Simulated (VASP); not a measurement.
Here is a VASP 6.6.1 calculation.

File INCAR:

```
SYSTEM = ZnO
ALGO = Normal
EDIFF = 1E-8
ENCUT = 520
GGA = PS
GGA_COMPAT = .FALSE.
ISIF = 2
ISMEAR = -1
LASPH = .TRUE.
LCHARG = .FALSE.
LEFG = .TRUE.
LREAL = .FALSE.
LWAVE = .FALSE.
NBANDS = 26
NELM = 120
PREC = Accurate
SIGMA = 0.02
```

Contents of KPOINTS:

```
k-points
0
G
  8 8 5
  0 0 0
```

Contents of POSCAR:

```
ZnO
1.0
    3.2493080000      0.0000000000      0.0000000000
   -1.6246540000      2.8139832727      0.0000000000
    0.0000000000      0.0000000000      5.2057090000
Zn O
2 2
Direct
    0.3333333333      0.6666666667      0.4990859689
    0.6666666667      0.3333333333     -0.0009140311
    0.6666666667      0.3333333333      0.3799240311
    0.3333333333      0.6666666667      0.8799240311
```

Potentials or basis: VASP PAW PBE potentials, release 64 (Zn, O).

Command:

```console
$ cat potpaw_PBE.64/Zn/POTCAR potpaw_PBE.64/O/POTCAR > POTCAR
$ mpirun -np 1 vasp_std > vasp.out
```

Problem. Estimate the pressure.

Solution. -0.5 GPa.

Problem. What does it give for the band gap on the k mesh?

Solution. 0.68 eV, direct.

Electric field gradients, principal values (V/Å²):
```tsv
atom	least	middle	greatest (by size)
1 Zn	-2.488	-2.490	4.978
2 Zn	-2.488	-2.490	4.978
3 O	1.339	1.347	-2.686
4 O	1.339	1.347	-2.686
```

Caveat: without QUAD_EFG the Cq values of the log hold for a quadrupole moment of 1 mb, not for the nuclei; the PAW data sets were made with another functional, which shifts forces and pressure a little.
